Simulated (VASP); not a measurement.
# Ru (I4/mmm) in VASP: further runs, part 2 of 2

VASP 6.6.1. Earlier steps stand in the parts before.

**3. Single point, PBE (strain -0.0500 x Voigt [0, 0, 1, 0, 0, 0])**

INCAR

```
PREC = Accurate ; ENCUT = 520
EDIFF = 1E-7 ; ISMEAR = 0
SIGMA = 0.15 ; LREAL = F
LASPH = T ; NELM = 100
ALGO = Fast ; ISIF = 2
LWAVE = F ; LCHARG = T
GGA = PE ; LELF = T
LVHAR = T ; NBANDS = 13
```

KPOINTS

```
regular mesh
0
Gamma
  22 22 22
```

POSCAR

```
Ru
1.0
    0.0000000000      1.9150000000      1.8192500000
    1.9150000000      0.0000000000      1.8192500000
    1.9150000000      1.9150000000      0.0000000000
Ru
1
Direct
    0.0000000000      0.0000000000      0.0000000000
```

Potentials or basis: VASP PAW PBE potentials, release 64 (Ru_pv).

The run is started by

```sh
> cat potpaw_PBE.64/Ru_pv/POTCAR > POTCAR
> mpirun -np 1 vasp_std > vasp.out
```

OUTCAR:

```text
PREC = Accurate
   ENCUT = 520
   EDIFF = 1E-7
   ISMEAR = 0
   LREAL = F
   LASPH = T
   NELM = 100
   ISIF = 2
   GGA = PE

 ion  position               nearest neighbor table
   1  0.000  0.000  0.000-

  LATTYP: Found a body centered tetragonal cell.
 ALAT       =     2.7082189719
 C/A-ratio  =     1.3435028843

  Lattice vectors:

 A1 = (   0.0000000000,  -1.9150000000,  -1.8192500000)
 A2 = (   0.0000000000,   1.9150000000,  -1.8192500000)
 A3 = (   1.9150000000,   0.0000000000,   1.8192500000)

Analysis of symmetry for initial positions (statically):
=====================================================================
 Subroutine PRICEL returns:
 Original cell was already a primitive cell.

 Routine SETGRP: Setting up the symmetry group for a
 body centered tetragonal supercell.

 Subroutine GETGRP returns: Found 16 space group operations
 (whereof 16 operations were pure point group operations)
 out of a pool of 16 trial point group operations.

The static configuration has the point symmetry D_4h.

Analysis of symmetry for dynamics (positions and initial velocities):
=====================================================================
 Subroutine PRICEL returns:
 Original cell was already a primitive cell.

 Routine SETGRP: Setting up the symmetry group for a
 body centered tetragonal supercell.

 Subroutine GETGRP returns: Found 16 space group operations
 (whereof 16 operations were pure point group operations)
 out of a pool of 16 trial point group operations.

The dynamic configuration has the point symmetry D_4h.

 Subroutine INISYM returns: Found 16 space group operations
 (whereof 16 operations are pure point group operations),
 and found     1 'primitive' translations

----------------------------------------------------------------------------------------

                                     Primitive cell

  volume of cell :      13.3432

  direct lattice vectors                    reciprocal lattice vectors
     0.000000000  1.915000000  1.819250000    -0.261096606  0.261096606  0.274838532
     1.915000000  0.000000000  1.819250000     0.261096606 -0.261096606  0.274838532
     1.915000000  1.915000000  0.000000000     0.261096606  0.261096606 -0.274838532

  length of vectors
     2.641381374  2.641381374  2.708218972     0.460303263  0.460303263  0.460303263

  position of ions in fractional coordinates (direct lattice)
     0.000000000  0.000000000  0.000000000

  ion indices of the primitive-cell ions
   primitive index   ion index
                 1           1

----------------------------------------------------------------------------------------

 KPOINTS: regular mesh

Automatic generation of k-mesh.
 Grid dimensions read from file:
 generate k-points for:   22   22   22

 Generating k-lattice:

  Cartesian coordinates                     Fractional coordinates (reciprocal lattice)
    -0.011868028  0.011868028  0.012492661     0.045454545  0.000000000  0.000000000
     0.011868028 -0.011868028  0.012492661     0.000000000  0.045454545  0.000000000
     0.011868028  0.011868028 -0.012492661     0.000000000  0.000000000  0.045454545

  Length of vectors
     0.020922876  0.020922876  0.020922876

  Shift w.r.t. Gamma in fractional coordinates (k-lattice)
     0.000000000  0.000000000  0.000000000

 Subroutine IBZKPT returns following result:
 ===========================================

 Found    834 irreducible k-points:

 Following reciprocal coordinates:
            Coordinates               Weight
  0.000000  0.000000  0.000000      1.000000
  0.045455 -0.000000  0.000000      8.000000
  0.090909 -0.000000  0.000000      8.000000
  0.136364  0.000000  0.000000      8.000000
  0.181818  0.000000  0.000000      8.000000
  0.227273  0.000000  0.000000      8.000000
[... 16 lines left out ...]
  0.500000  0.045455  0.000000      8.000000
 -0.454545  0.045455  0.000000      8.000000
 [... further k-points ...]
   k-points           NKPTS =    834   k-points in BZ     NKDIM =    834   number of bands    NBANDS=     13
   number of dos      NEDOS =    301   number of ions     NIONS =      1
   total plane-waves  NPLWV =   8000
   dimension x,y,z NGX =    20 NGY =   20 NGZ =   20
   dimension x,y,z NGXF=    40 NGYF=   40 NGZF=   40
   ions per type =               1
   NGX,Y,Z   is equivalent  to a cutoff of  12.59, 12.59, 12.28 a.u.
   NGXF,Y,Z  is equivalent  to a cutoff of  25.18, 25.18, 24.55 a.u.
 SYSTEM =  unknown system
   PREC   = accura    normal or accurate (medium, high low for compatibility)
   ISTART =      0    job   : 0-new  1-cont  2-samecut
   ICHARG =      2    charge: 1-file 2-atom 10-const
   ISPIN  =      1    spin polarized calculation?
   LNONCOLLINEAR =      F non collinear calculations
   LSORBIT =      F    spin-orbit coupling
   LASPH  =      T    aspherical Exc in radial PAW
   ENCUT  =  520.0 eV  38.22 Ry    6.18 a.u.   4.91  4.91  5.04*2*pi/ulx,y,z
   NELM   =    100;   NELMIN=  2; NELMDL= -5     # of ELM steps
   EDIFF  = 0.1E-06   stopping-criterion for ELM
   LREAL  =      F    real-space projection
   EDIFFG = 0.1E-05   stopping-criterion for IOM
   NSW    =      0    number of steps for IOM
   IBRION =     -1    ionic relax: 0-MD 1-quasi-New 2-CG
   NFREE  =      0    steps in history (QN), initial steepest desc. (CG)
   ISIF   =      2    stress and relaxation
   ISYM   =      2    0-nonsym 1-usesym 2-fastsym
   POTIM  = 0.5000    time-step for ionic-motion
   TEBEG  =    0.0;   TEEND  =   0.0 temperature during run
   PSTRESS=    0.0 pullay stress
   NELECT =      14.0000    total number of electrons
   NUPDOWN=      -1.0000    fix difference up-down
   EMIN   =  10.00;   EMAX   =-10.00  energy-range for DOS
   EFERMI =   0.00;   METHOD = LEGACY
   ISMEAR =     0;   SIGMA  =   0.15  broadening in eV -4-tet -1-fermi 0-gaus
   EFERMI_NEDOS =   21; number of points for ismear=-14 and -15
   IALGO  =     68    algorithm
   IMIX   =      4    mixing-type and parameters
     AMIX     =   0.40;   BMIX     =  1.00
     AMIX_MAG =   1.60;   BMIX_MAG =  1.00
  volume/ion in A,a.u.               =      13.34        90.04
  Fermi-wavevector in a.u.,A,eV,Ry     =   1.663531  3.143618 37.651878  2.767335
  Thomas-Fermi vector in A             =   2.750232
   LORBIT       =      0    0 simple, 1 ext, 2 COOP (PROOUT), +10 PAW based schemes
   GGA     = PE    functional components
   LHFCALC =     F    Hartree Fock is set to
   AEXX    =    0.0000 exact exchange contribution
   IVDW    =     0    specifies the selected vdW correction
   LEPSILON=     F    determine dielectric tensor
   LRPA    =     F    only Hartree local field effects (RPA)
 non-spin polarized calculation
 RMM-DIIS sequential band-by-band and
 Gauss-broadening in eV      SIGMA  =   0.15
  energy-cutoff  :      520.00
  volume of cell :       13.34
 maximum number of plane-waves:       371
   NGX =  9   NGY =  9   NGZ =  9

 number of electron      14.0000006 magnetization

 Free energy of the ion-electron system (eV)
  ---------------------------------------------------
  ext. energy  EPLUGINS =         0.00000000
  ---------------------------------------------------
  free energy    TOTEN  =        -9.09092020 eV

  energy without entropy =       -9.08086775  energy(sigma->0) =       -9.08589398

 E-fermi :  13.0865     XC(G=0): -14.2265

 val. band max:       13.0861351399   @ k =  -0.4091   0.3636   0.0909
 cond. band min:      13.0869260146   @ k =   0.2273   0.0909   0.0455
 fundamental gap:      0.0007908748
 Fermi energy:        13.0865129588

 k-point     1 :       0.0000    0.0000    0.0000
  band No.  band energies     occupation
      1     -29.3569      2.00000
      2     -29.3569      2.00000
      3     -29.3526      2.00000
      4       5.0672      2.00000
      5      10.2353      2.00000
      6      10.2353      2.00000
      7      10.8570      2.00000
      8      12.5475      2.00000
      9      13.2910      0.05392
     10      23.5934      0.00000
     11      28.1660      0.00000
     12      33.3593      0.00000
     13      33.3593      0.00000
[... 353 lines left out ...]
 k-point    24 :      -0.4545    0.0455    0.0000
  band No.  band energies     occupation
      1     -30.4708      2.00000
      2     -29.5492      2.00000
      3     -29.4843      2.00000
      4       6.9513      2.00000
      5      10.0403      2.00000
      6      10.5632      2.00000
      7      13.3878      0.00450
      8      14.9124      0.00000
      9      15.3662      0.00000
     10      23.5238      0.00000
     11      23.6393      0.00000
     12      27.9313      0.00000
     13      34.2755      0.00000

 [... further k-points ...]
[... 5 lines left out ...]
  --------------------------------------------------------------------------------------
  -------------------------------------------------------------------------------------
  Total        0.6305543      0.6305543      1.8217733      0.0000000      0.0000000      0.0000000
  in kB       75.7134676     75.7134676    218.7484529      0.0000000      0.0000000      0.0000000
  external PRESSURE =     123.3917961 kB  Pullay stress =       0.0000000 kB

 VOLUME and BASIS-vectors are now :
 -----------------------------------------------------------------------------
  energy-cutoff  :      520.00
  volume of cell :       13.34
      direct lattice vectors                 reciprocal lattice vectors
     0.000000000  1.915000000  1.819250000    -0.261096606  0.261096606  0.274838532
     1.915000000  0.000000000  1.819250000     0.261096606 -0.261096606  0.274838532
     1.915000000  1.915000000  0.000000000     0.261096606  0.261096606 -0.274838532

 POSITION                                       TOTAL-FORCE (eV/Angst)
 -----------------------------------------------------------------------------------
      0.00000      0.00000      0.00000        -0.000000      0.000000      0.000000
 -----------------------------------------------------------------------------------
    total drift:                                0.000000     -0.000000      0.000000

  FREE ENERGIE OF THE ION-ELECTRON SYSTEM (eV)
  ---------------------------------------------------
  free  energy   TOTEN  =        -9.0909202029 eV

  energy  without entropy=       -9.0808677525  energy(sigma->0) =       -9.08589398
```

Run time: 3.6 min. Hardware: 1 thread of Intel Xeon 8259CL, shared host; peak memory 0.25 GiB.

What came out:

```yaml
Free_energy: -9.0909 eV
Pressure: 12.3 GPa
Band_gap_on_the_k_mesh: zero (bands 7 and 8 overlap by 3.81 eV)
```

Stress tensor (GPa, compression positive):
```
 7.57  0.00  0.00
 0.00  7.57  0.00
 0.00  0.00 21.87
```

Caveat: the cell differs from its parent crystal (strain -0.0500 x Voigt [0, 0, 1, 0, 0, 0]); the cell stands under pressure.

**4. Single point, PBE (strain +0.1000 x Voigt [0, 0, 1, 0, 0, 0])**

INCAR

```
ALGO = Fast
EDIFF = 1E-7
ENCUT = 520
GGA = PE
ISIF = 2
ISMEAR = 0
LASPH = T
LCHARG = F
LREAL = F
LWAVE = F
NBANDS = 13
NELM = 60
PREC = Accurate
SIGMA = 0.15
```

KPOINTS

```
k-points
0
Gamma
  22 22 22
```

POSCAR

```
Ru
1.0
    0.0000000000      1.9150000000      2.1065000000
    1.9150000000      0.0000000000      2.1065000000
    1.9150000000      1.9150000000      0.0000000000
Ru
1
Direct
    0.0000000000      0.0000000000      0.0000000000
```

Potentials or basis: VASP PAW PBE potentials, release 64 (Ru_pv).

The run is started by

```sh
> cat potpaw_PBE.64/Ru_pv/POTCAR > POTCAR
> mpirun -np 1 vasp_std > vasp.out
```

OUTCAR:

```text
EDIFF = 1E-7
   ENCUT = 520
   GGA = PE
   ISIF = 2
   ISMEAR = 0
   LASPH = T
   LREAL = F
   NELM = 60
   PREC = Accurate

 ion  position               nearest neighbor table
   1  0.000  0.000  0.000-

  LATTYP: Found a body centered tetragonal cell.
 ALAT       =     2.7082189719
 C/A-ratio  =     1.5556349186

  Lattice vectors:

 A1 = (  -1.9150000000,   0.0000000000,   2.1065000000)
 A2 = (   1.9150000000,   0.0000000000,   2.1065000000)
 A3 = (   0.0000000000,   1.9150000000,  -2.1065000000)

Analysis of symmetry for initial positions (statically):
[... 559 lines left out ...]
     10      19.2829      0.00000
     11      21.2731      0.00000
     12      25.0474      0.00000
     13      29.8257      0.00000

 [... further k-points ...]
[... 5 lines left out ...]
  --------------------------------------------------------------------------------------
  -------------------------------------------------------------------------------------
  Total       -1.7774744     -1.7774744     -3.6092007      0.0000000      0.0000000      0.0000000
  in kB     -184.3252932   -184.3252932   -374.2765384      0.0000000      0.0000000      0.0000000
  external PRESSURE =    -247.6423749 kB  Pullay stress =       0.0000000 kB

 VOLUME and BASIS-vectors are now :
 -----------------------------------------------------------------------------
  energy-cutoff  :      520.00
  volume of cell :       15.45
      direct lattice vectors                 reciprocal lattice vectors
     0.000000000  1.915000000  2.106500000    -0.261096606  0.261096606  0.237360551
     1.915000000  0.000000000  2.106500000     0.261096606 -0.261096606  0.237360551
     1.915000000  1.915000000  0.000000000     0.261096606  0.261096606 -0.237360551

 POSITION                                       TOTAL-FORCE (eV/Angst)
 -----------------------------------------------------------------------------------
      0.00000      0.00000      0.00000         0.000000      0.000000      0.000000
 -----------------------------------------------------------------------------------
    total drift:                                0.000000      0.000000      0.000000

  FREE ENERGIE OF THE ION-ELECTRON SYSTEM (eV)
  ---------------------------------------------------
  free  energy   TOTEN  =        -8.9269980795 eV

  energy  without entropy=       -8.9131320449  energy(sigma->0) =       -8.92006506
```

It took 2.3 min on 1 thread of Intel Xeon 8259CL, shared host; peak memory 0.27 GiB.

Results:

- Free energy: -8.9270 eV
- Pressure: -24.8 GPa
- Band gap on the k mesh: zero (bands 7 and 8 overlap by 3.02 eV)

Levels at points of the mesh, in eV from the Fermi level:
```tsv
k point	band 4	band 5	band 6	band 7	band 8	band 9	band 10	band 11
(0.00, 0.00, 0.00)	-7.18	-2.82	-1.76	-1.76	-0.83	0.41	10.69	15.19
(0.50, 0.00, 0.00)	-5.18	-2.72	-1.75	0.97	1.15	1.58	8.59	10.69
(0.50, 0.50, 0.00)	-5.32	-4.90	1.41	1.71	1.71	2.11	10.27	10.70
(0.50, 0.00, 0.50)	-5.36	-4.88	1.22	1.30	2.26	3.93	10.69	11.67
```

Caveat: the cell differs from its parent crystal (strain +0.1000 x Voigt [0, 0, 1, 0, 0, 0]); the cell stands under tension.

**5. Single point, PBE (strain -0.1000 x Voigt [0, 0, 1, 0, 0, 0])**

INCAR

```
  PREC = Accurate
  ENCUT = 520
  EDIFF = 1E-7
  ISMEAR = 0
  SIGMA = 0.15
  LREAL = False
  LASPH = True
  NELM = 80
  ALGO = Normal
  ISIF = 2
  LWAVE = False
  LCHARG = True
  GGA = PE
  LELF = True
  LVHAR = True
  NBANDS = 13
```

KPOINTS

```
regular mesh
0
Gamma
  22 22 22
```

POSCAR

```
Ru
1.0
    0.0000000000      1.9150000000      1.7235000000
    1.9150000000      0.0000000000      1.7235000000
    1.9150000000      1.9150000000      0.0000000000
Ru
1
Direct
    0.0000000000      0.0000000000      0.0000000000
```

The run is started by

```sh
> cat potpaw_PBE.64/Ru_pv/POTCAR > POTCAR
> mpirun -np 1 vasp_std > vasp.out
```

It took 2.2 min on 1 thread of Intel Xeon 8259CL, shared host; peak memory 0.24 GiB.

It converged, with:

| Property | Result |
| --- | --- |
| Free energy | -8.9175 eV |
| Pressure | 36.1 GPa |
| Band gap on the k mesh | zero (bands 7 and 8 overlap by 4.33 eV) |

Stress tensor (GPa, compression positive):
```
24.73  0.00  0.00
 0.00 24.73  0.00
 0.00  0.00 58.77
```

Levels at points of the mesh, in eV from the Fermi level:
| k point | band 4 | band 5 | band 6 | band 7 | band 8 | band 9 | band 10 | band 11 |
| --- | --- | --- | --- | --- | --- | --- | --- | --- |
| (0.00, 0.00, 0.00) | -8.36 | -3.26 | -3.26 | -1.97 | -1.07 | 0.49 | 10.45 | 15.15 |
| (0.50, 0.00, 0.00) | -6.69 | -3.78 | -2.23 | 1.10 | 1.49 | 2.34 | 10.44 | 11.11 |
| (0.50, 0.50, 0.00) | -7.18 | -6.73 | 1.88 | 2.53 | 2.53 | 5.61 | 10.45 | 12.74 |
| (0.50, 0.00, 0.50) | -7.06 | -6.43 | 1.73 | 1.86 | 2.97 | 3.12 | 10.45 | 13.71 |

Caveat: the cell differs from its parent crystal (strain -0.1000 x Voigt [0, 0, 1, 0, 0, 0]); the cell stands under pressure.

**6. Summary**

| cell | gap on the mesh (eV) | pressure (GPa) |
| --- | --- | --- |
| a = 2.609, b = 2.609, c = 2.708 Å, angles 58.7, 58.7, 62.5°, 1 atom | none | 23.3 |
| a = 2.641, b = 2.641, c = 2.708 Å, angles 59.2, 59.2, 61.7°, 1 atom | none | 12.3 |
| a = 2.847, b = 2.847, c = 2.708 Å, angles 61.6, 61.6, 56.8°, 1 atom | none | -24.8 |
| a = 2.576, b = 2.576, c = 2.708 Å, angles 58.3, 58.3, 63.4°, 1 atom | none | 36.1 |

Alike in all rows: task single point; level PBE; potentials or basis VASP PAW PBE potentials, release 64 (Ru_pv); no spin polarisation; k mesh 22 × 22 × 22; cutoff (eV) 520; smearing gaussian 0.15 eV.

Caveats: the cell stands under pressure (at least some runs); the cell stands under tension (at least some runs).

Total energies depend on the potentials used, so only differences within one code and one set of settings carry meaning.
